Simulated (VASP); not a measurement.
# TePb (P6_3/mmc) in VASP: notebook, part 2 of 3

VASP 6.6.1. The steps go on from the part before.

### Step 5. Single point, PBE

This run uses another cell than the first one, of 43.78 Å³/atom, 1.064 times its volume.

File INCAR:

```
SYSTEM = TePb
PREC = Accurate
ENCUT = 520
EDIFF = 1E-6
ISMEAR = 0
SIGMA = 0.01
LREAL = .FALSE.
LASPH = .TRUE.
NELM = 100
ALGO = Normal
ISIF = 2
LWAVE = .FALSE.
LCHARG = .TRUE.
GGA = PE
LELF = .TRUE.
LVHAR = .TRUE.
NBANDS = 28
```

File KPOINTS:

```
regular mesh
0
G
  6 6 4
  0 0 0
```

File POSCAR:

```
TePb
1.0
    5.5276144317      0.0000000000      0.0000000000
   -2.7638072159      4.7870545202      0.0000000000
    0.0000000000      0.0000000000      6.6181667186
Pb Te
2 2
Direct
    0.3333333333      0.6666666667      0.2500000000
    0.6666666667      0.3333333333      0.7500000000
    0.6666666667      0.3333333333      0.2500000000
    0.3333333333      0.6666666667      0.7500000000
```

Potentials or basis: VASP PAW PBE potentials, release 64 (Pb_d, Te).

Run with:

```bash
cat potpaw_PBE.64/Pb_d/POTCAR potpaw_PBE.64/Te/POTCAR > POTCAR
mpirun -np 1 vasp_std > vasp.out
```

OUTCAR:

```text
SYSTEM = TePb
   PREC = Accurate
   ENCUT = 520
   EDIFF = 1E-6
   ISMEAR = 0
   LREAL = .FALSE.
   LASPH = .TRUE.
   NELM = 100
   ISIF = 2
   GGA = PE

 ion  position               nearest neighbor table
   1  0.333  0.667  0.250-   3 3.19   3 3.19   3 3.19   4 3.31   4 3.31
   2  0.667  0.333  0.750-   4 3.19   4 3.19   4 3.19   3 3.31   3 3.31
   3  0.667  0.333  0.250-   1 3.19   1 3.19   1 3.19   2 3.31   2 3.31
   4  0.333  0.667  0.750-   2 3.19   2 3.19   2 3.19   1 3.31   1 3.31

  LATTYP: Found a hexagonal cell.
 ALAT       =     5.5276144317
 C/A-ratio  =     1.1972916708

  Lattice vectors:

 A1 = (   5.5276144317,   0.0000000000,   0.0000000000)
 A2 = (  -2.7638072159,   4.7870545202,   0.0000000000)
 A3 = (   0.0000000000,   0.0000000000,   6.6181667186)

Analysis of symmetry for initial positions (statically):
=====================================================================
 Subroutine PRICEL returns:
 Original cell was already a primitive cell.

 Routine SETGRP: Setting up the symmetry group for a
 hexagonal supercell.

 Subroutine GETGRP returns: Found 24 space group operations
 (whereof 12 operations were pure point group operations)
 out of a pool of 24 trial point group operations.

The static configuration has the point symmetry D_3d.
 The point group associated with its full space group is D_6h.

Analysis of symmetry for dynamics (positions and initial velocities):
=====================================================================
 Subroutine PRICEL returns:
 Original cell was already a primitive cell.

 Routine SETGRP: Setting up the symmetry group for a
 hexagonal supercell.

 Subroutine GETGRP returns: Found 24 space group operations
 (whereof 12 operations were pure point group operations)
 out of a pool of 24 trial point group operations.

The dynamic configuration has the point symmetry D_3d.
 The point group associated with its full space group is D_6h.

 Subroutine INISYM returns: Found 24 space group operations
[... 117 lines left out ...]
     AMIX_MAG =   1.60;   BMIX_MAG =  1.00
  volume/ion in A,a.u.               =      43.78       295.45
  Fermi-wavevector in a.u.,A,eV,Ry     =   1.000722  1.891091 13.625487  1.001445
  Thomas-Fermi vector in A             =   2.133097
   LORBIT       =      0    0 simple, 1 ext, 2 COOP (PROOUT), +10 PAW based schemes
   GGA     = PE    functional components
   LHFCALC =     F    Hartree Fock is set to
   AEXX    =    0.0000 exact exchange contribution
   IVDW    =     0    specifies the selected vdW correction
   LEPSILON=     F    determine dielectric tensor
   LRPA    =     F    only Hartree local field effects (RPA)
 non-spin polarized calculation
 Gauss-broadening in eV      SIGMA  =   0.01
  energy-cutoff  :      520.00
  volume of cell :      175.12
 maximum number of plane-waves:      4764
 NGX is ok and might be reduce to    42
   NGX = 21   NGY = 21   NGZ = 25

 number of electron      40.0000009 magnetization

 Free energy of the ion-electron system (eV)
  ---------------------------------------------------
  ext. energy  EPLUGINS =         0.00000000
  ---------------------------------------------------
  free energy    TOTEN  =       -14.69345309 eV

  energy without entropy =      -14.69345309  energy(sigma->0) =      -14.69345309

 E-fermi :   3.4180     XC(G=0):  -7.8737

 val. band max:        3.3450749844   @ k =   0.3333   0.3333   0.5000
 cond. band min:       4.4848045301   @ k =   0.3333   0.3333   0.5000
 fundamental gap:      1.1397295457
 Fermi energy:         3.4179916531

 k-point     1 :       0.0000    0.0000    0.0000
  band No.  band energies     occupation
      1     -13.4750      2.00000
      2     -13.4450      2.00000
      3     -13.4450      2.00000
      4     -13.4443      2.00000
      5     -13.4443      2.00000
      6     -13.4353      2.00000
[... 640 lines left out ...]
     27       8.8287      0.00000
     28       8.8287      0.00000

------------------------ aborting loop because EDIFF is reached ----------------------------------------

  FORCE on cell =-STRESS in cart. coord.  units (eV):
  Direction    XX          YY          ZZ          XY          YZ          ZX
  --------------------------------------------------------------------------------------
  -------------------------------------------------------------------------------------
  Total        0.0063863      0.0063863     -0.0207094     -0.0000000      0.0000000      0.0000000
  in kB        0.0584277      0.0584277     -0.1894674     -0.0000000      0.0000000      0.0000000
  external PRESSURE =      -0.0242040 kB  Pullay stress =       0.0000000 kB

 VOLUME and BASIS-vectors are now :
 -----------------------------------------------------------------------------
  energy-cutoff  :      520.00
  volume of cell :      175.12
      direct lattice vectors                 reciprocal lattice vectors
     5.527614432  0.000000000  0.000000000     0.180909869  0.104448361  0.000000000
    -2.763807216  4.787054520  0.000000000     0.000000000  0.208896723  0.000000000
     0.000000000  0.000000000  6.618166719     0.000000000  0.000000000  0.151099246

 POSITION                                       TOTAL-FORCE (eV/Angst)
 -----------------------------------------------------------------------------------
     -0.00000      3.19137      1.65454         0.000000      0.000000      0.000000
      2.76381      1.59568      4.96363        -0.000000     -0.000000      0.000000
      2.76381      1.59568      1.65454         0.000000      0.000000      0.000000
     -0.00000      3.19137      4.96363        -0.000000      0.000000      0.000000
 -----------------------------------------------------------------------------------
    total drift:                                0.000000     -0.000000      0.000000

  FREE ENERGIE OF THE ION-ELECTRON SYSTEM (eV)
  ---------------------------------------------------
  free  energy   TOTEN  =       -14.6934530913 eV

  energy  without entropy=      -14.6934530913  energy(sigma->0) =      -14.69345309
```

OSZICAR:

```text
N       E                     dE             d eps       ncg     rms          rms(c)
DAV:   1     0.379622841405E+03    0.37962E+03   -0.17282E+04  1184   0.132E+03
DAV:   2     0.251214394456E+02   -0.35450E+03   -0.34533E+03  1204   0.351E+02
DAV:   3    -0.133748905979E+02   -0.38496E+02   -0.37905E+02  1552   0.135E+02
DAV:   4    -0.149940932879E+02   -0.16192E+01   -0.16171E+01  1424   0.331E+01
DAV:   5    -0.150597310746E+02   -0.65638E-01   -0.65635E-01  1520   0.645E+00    0.447E+00
DAV:   6    -0.146951995317E+02    0.36453E+00   -0.82858E-01  1592   0.443E+00    0.282E+00
DAV:   7    -0.146872728813E+02    0.79267E-02   -0.26470E-01  1440   0.184E+00    0.125E+00
DAV:   8    -0.146915755634E+02   -0.43027E-02   -0.28992E-02  1272   0.124E+00    0.391E-01
DAV:   9    -0.146927543777E+02   -0.11788E-02   -0.47944E-03  1380   0.474E-01    0.931E-02
DAV:  10    -0.146931667700E+02   -0.41239E-03   -0.12176E-03  1264   0.216E-01    0.432E-02
DAV:  11    -0.146934508121E+02   -0.28404E-03   -0.54873E-04  1364   0.103E-01    0.503E-02
DAV:  12    -0.146934494794E+02    0.13327E-05   -0.20512E-05  1252   0.251E-02    0.319E-02
DAV:  13    -0.146934529949E+02   -0.35155E-05   -0.15408E-05  1060   0.146E-02    0.541E-03
DAV:  14    -0.146934530913E+02   -0.96320E-07   -0.24799E-06  1048   0.108E-02
   1 F= -.14693453E+02 E0= -.14693453E+02  d E =-.127168E-26
```

It took 46 s on 1 thread of Intel Xeon 6975P-C (Granite Rapids), shared host; peak memory 0.32 GiB.

What came out:

| Property | Result |
| --- | --- |
| Free energy | -14.6935 eV |
| Pressure | 0.0 GPa |
| Band gap on the k mesh | 1.14 eV, direct |

Levels at points of the mesh, in eV from the valence-band top:
| k point | band 17 | band 18 | band 19 | band 20 | band 21 | band 22 | band 23 | band 24 |
| --- | --- | --- | --- | --- | --- | --- | --- | --- |
| (0.00, 0.00, 0.00) | -2.56 | -1.31 | -1.31 | -1.31 | 1.37 | 1.37 | 2.88 | 2.88 |
| (0.50, 0.00, 0.00) | -2.36 | -1.86 | -1.71 | -0.39 | 2.34 | 3.43 | 3.44 | 4.04 |
| (0.00, 0.00, 0.50) | -1.98 | -1.98 | -1.14 | -1.14 | 1.85 | 1.85 | 1.85 | 1.85 |
| (0.50, 0.00, 0.50) | -1.32 | -1.32 | -0.58 | -0.58 | 1.28 | 1.28 | 2.71 | 2.71 |

Caveat: spin-orbit coupling is left out, which moves the levels of the heavy elements. A k mesh can miss the band edges.

(Continued in part 3 of 3.)
